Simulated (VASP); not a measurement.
# Ni (Fm-3m) in VASP: further runs, part 2 of 2

VASP 6.6.1.

## Step 3: Single point, HSE06

This run uses another cell than the first one, of 11.24 Å³/atom, 1.030 times its volume.

Input file POSCAR:

```
Ni
1.0
    0.0000000000      1.7780947537      1.7780947537
    1.7780947537      0.0000000000      1.7780947537
    1.7780947537      1.7780947537      0.0000000000
Ni
1
Direct
    0.0000000000      0.0000000000      0.0000000000
```

Input file INCAR.step1:

```
SYSTEM = Ni
PREC = Accurate
ENCUT = 520
EDIFF = 1E-5
ISMEAR = -1
SIGMA = 0.1
LREAL = .FALSE.
LASPH = .TRUE.
NELM = 80
ALGO = Normal
ISIF = 2
LWAVE = .TRUE.
GGA = PE
NBANDS = 11
```

Input file INCAR.step2:

```
SYSTEM = Ni
PREC = Accurate
ENCUT = 520
EDIFF = 1E-6
ISMEAR = -1
SIGMA = 0.1
LREAL = .FALSE.
LASPH = .TRUE.
NELM = 80
ALGO = Normal
ISIF = 2
LWAVE = .FALSE.
LCHARG = .TRUE.
GGA = PE
LHFCALC = .TRUE.
HFSCREEN = 0.2079
PRECFOCK = Normal
LELF = .TRUE.
LVHAR = .TRUE.
ISTART = 1
NBANDS = 11
```

Input file KPOINTS:

```
regular mesh
0
G
  6 6 6
  0 0 0
```

Potentials or basis: VASP PAW PBE potentials, release 64 (Ni).

Launch:

```bash
cat potpaw_PBE.64/Ni/POTCAR > POTCAR
cp INCAR.step1 INCAR
mpirun -np 1 vasp_std > vasp.out
cp INCAR.step2 INCAR
mpirun -np 1 vasp_std > vasp.out
```

OUTCAR:

```text
SYSTEM = Ni
   PREC = Accurate
   ENCUT = 520
   EDIFF = 1E-6
   ISMEAR = -1
   LREAL = .FALSE.
   LASPH = .TRUE.
   NELM = 80
   ISIF = 2
   GGA = PE
   LHFCALC = .TRUE.
   HFSCREEN = 0.2079
   PRECFOCK = Normal
   ISTART = 1

 ion  position               nearest neighbor table
   1  0.000  0.000  0.000-

  LATTYP: Found a face centered cubic cell.
 ALAT       =     3.5561895074

  Lattice vectors:

 A1 = (   0.0000000000,   1.7780947537,   1.7780947537)
 A2 = (   1.7780947537,   0.0000000000,   1.7780947537)
 A3 = (   1.7780947537,   1.7780947537,   0.0000000000)

Analysis of symmetry for initial positions (statically):
=====================================================================
 Subroutine PRICEL returns:
 Original cell was already a primitive cell.

 Routine SETGRP: Setting up the symmetry group for a
 face centered cubic supercell.

 Subroutine GETGRP returns: Found 48 space group operations
 (whereof 48 operations were pure point group operations)
 out of a pool of 48 trial point group operations.

The static configuration has the point symmetry O_h .

Analysis of symmetry for dynamics (positions and initial velocities):
=====================================================================
 Subroutine PRICEL returns:
 Original cell was already a primitive cell.

 Routine SETGRP: Setting up the symmetry group for a
 face centered cubic supercell.

 Subroutine GETGRP returns: Found 48 space group operations
 (whereof 48 operations were pure point group operations)
 out of a pool of 48 trial point group operations.

The dynamic configuration has the point symmetry O_h .

 Subroutine INISYM returns: Found 48 space group operations
 (whereof 48 operations are pure point group operations),
 and found     1 'primitive' translations

[... 113 lines left out ...]
   NKREDY  =     1    reduce k-point grid by
   NKREDZ  =     1    reduce k-point grid by
   AEXX    =    0.2500 exact exchange contribution
   HFSCREEN=    0.2079 screening length (either q_TF or 0.3 A-1)
   HFSCREENC=   0.2079 screening length for correlation (either q_TF or 0.3 A-1)
   ENCUTFOCK=  -1.0 apply spherical cutoff to Coloumb kernel
   IVDW    =     0    specifies the selected vdW correction
   LEPSILON=     F    determine dielectric tensor
   LRPA    =     F    only Hartree local field effects (RPA)
 non-spin polarized calculation
  energy-cutoff  :      520.00
  volume of cell :       11.24
 maximum number of plane-waves:       310
  NGX = 16; NGY = 16; NGZ = 16

 number of electron      10.0000005 magnetization

 Free energy of the ion-electron system (eV)
  ---------------------------------------------------
  ext. energy  EPLUGINS =         0.00000000
  ---------------------------------------------------
  free energy    TOTEN  =        -6.02243905 eV

  energy without entropy =       -5.97119504  energy(sigma->0) =       -5.99681704

 E-fermi :   7.8953     XC(G=0): -10.5796

 val. band max:        7.8067974295   @ k =   0.5000   0.1667   0.0000
 cond. band min:       7.9599586314   @ k =  -0.3333   0.3333   0.1667
 fundamental gap:      0.1531612019
 Fermi energy:         7.8952947259

 k-point     1 :       0.0000    0.0000    0.0000
  band No.  band energies     occupation
      1      -1.0981      2.00000
      2       5.6921      2.00000
      3       5.6921      2.00000
      4       5.6921      2.00000
      5       6.3419      2.00000
      6       6.3419      2.00000
      7      33.2538      0.00000
      8      37.2578      0.00000
      9      37.2578      0.00000
     10      37.2578      0.00000
     11      40.3990      0.00000
[... 197 lines left out ...]
 k-point    16 :      -0.3333    0.5000    0.1667
  band No.  band energies     occupation
      1       3.5307      2.00000
      2       4.3535      2.00000
      3       6.1792      2.00000
      4       6.6132      1.99999
      5       8.3565      0.01967
      6      14.8073      0.00000
      7      19.1278      0.00000
      8      20.0274      0.00000
      9      21.6708      0.00000
     10      35.5890      0.00000
     11      38.9716      0.00000

------------------------ aborting loop because EDIFF is reached ----------------------------------------

  FORCE on cell =-STRESS in cart. coord.  units (eV):
  Direction    XX          YY          ZZ          XY          YZ          ZX
  --------------------------------------------------------------------------------------
  -------------------------------------------------------------------------------------
  Total       -0.8820359     -0.8820359     -0.8820359     -0.0000000     -0.0000000      0.0000000
  in kB     -125.6904149   -125.6904149   -125.6904149     -0.0000000     -0.0000000      0.0000000
  external PRESSURE =    -125.6904149 kB  Pullay stress =       0.0000000 kB

 VOLUME and BASIS-vectors are now :
 -----------------------------------------------------------------------------
  energy-cutoff  :      520.00
  volume of cell :       11.24
      direct lattice vectors                 reciprocal lattice vectors
     0.000000000  1.778094754  1.778094754    -0.281199862  0.281199862  0.281199862
     1.778094754  0.000000000  1.778094754     0.281199862 -0.281199862  0.281199862
     1.778094754  1.778094754  0.000000000     0.281199862  0.281199862 -0.281199862

 POSITION                                       TOTAL-FORCE (eV/Angst)
 -----------------------------------------------------------------------------------
      0.00000      0.00000      0.00000         0.000000      0.000000      0.000000
 -----------------------------------------------------------------------------------
    total drift:                                0.000000      0.000000      0.000000

  FREE ENERGIE OF THE ION-ELECTRON SYSTEM (eV)
  ---------------------------------------------------
  free  energy   TOTEN  =        -6.0224390463 eV

  energy  without entropy=       -5.9711950401  energy(sigma->0) =       -5.99681704
```

OUTCAR.step1:

```text
SYSTEM = Ni
   PREC = Accurate
   ENCUT = 520
   EDIFF = 1E-5
   ISMEAR = -1
   LREAL = .FALSE.
[... 430 lines left out ...]
 -----------------------------------------------------------------------------------
      0.00000      0.00000      0.00000         0.000000      0.000000      0.000000
 -----------------------------------------------------------------------------------
    total drift:                               -0.000000     -0.000000     -0.000000

  FREE ENERGIE OF THE ION-ELECTRON SYSTEM (eV)
  ---------------------------------------------------
  free  energy   TOTEN  =        -5.4747826619 eV

  energy  without entropy=       -5.3861304661  energy(sigma->0) =       -5.43045656
```

Wall time 14 min (1 thread of AMD EPYC 7R13 (Zen 3), shared host); peak memory 0.2 GiB.

Results:

```
Free energy            : -6.0224 eV
Pressure               : -12.6 GPa
Band gap on the k mesh : zero (band 5 reaches 8.36 eV, above the bottom of band 6 at 6.34 eV)
```

Caveat: the k points lie up to 0.51 Å⁻¹ apart; the PAW data sets were made with another functional, which shifts forces and pressure a little; the run has no spin polarisation, though such a crystal can be magnetic.

## Step 4: Single point, HSE06

This run uses another cell than the first one, of 11.24 Å³/atom, 1.030 times its volume.

POSCAR is that of step 3.

Input file INCAR.step1:

```
PREC = Accurate
ENCUT = 520
EDIFF = 1E-5
ISMEAR = -1
SIGMA = 0.1
LREAL = False
LASPH = True
NELM = 60
ALGO = Normal
ISIF = 2
LWAVE = True
LCHARG = False
GGA = PE
NBANDS = 11
```

Input file INCAR.step2:

```
PREC = Accurate
ENCUT = 520
EDIFF = 1E-6
ISMEAR = -1
SIGMA = 0.1
LREAL = False
LASPH = True
NELM = 60
ALGO = Normal
ISIF = 2
LWAVE = False
LCHARG = False
GGA = PE
LHFCALC = True
HFSCREEN = 0.2079
PRECFOCK = Normal
ISTART = 1
NBANDS = 11
```

Input file KPOINTS:

```
Automatic mesh
0
Gamma
  6 6 6
```

Launch:

```bash
cat potpaw_PBE.64/Ni/POTCAR > POTCAR
cp INCAR.step1 INCAR
mpirun -np 1 vasp_std > vasp.out
cp INCAR.step2 INCAR
mpirun -np 1 vasp_std > vasp.out
```

Run time: 8.4 min. Hardware: 1 thread of AMD EPYC 7R13 (Zen 3), shared host; peak memory 0.2 GiB.

The run converged. Its results:

| Property | Result |
| --- | --- |
| Free energy | -6.0224 eV |
| Pressure | -12.6 GPa |
| Band gap on the k mesh | zero (band 5 reaches 8.36 eV, above the bottom of band 6 at 6.34 eV) |

Levels at points of the mesh, in eV from the Fermi level:
```csv
k point,band 1,band 2,band 3,band 4,band 5,band 6,band 7,band 8,band 9,band 10
"(0.00, 0.00, 0.00)",-8.99,-2.20,-2.20,-2.20,-1.55,-1.55,25.36,29.36,29.36,29.36
"(0.50, 0.00, 0.00)",-4.75,-2.54,-2.54,-0.17,-0.17,0.65,7.44,23.81,26.57,26.57
"(0.50, 0.50, 0.00)",-5.00,-4.12,-0.74,0.46,0.46,3.62,10.86,16.56,16.56,21.76
```

Caveat: the k points lie up to 0.51 Å⁻¹ apart; the PAW data sets were made with another functional, which shifts forces and pressure a little; the run has no spin polarisation, though such a crystal can be magnetic.
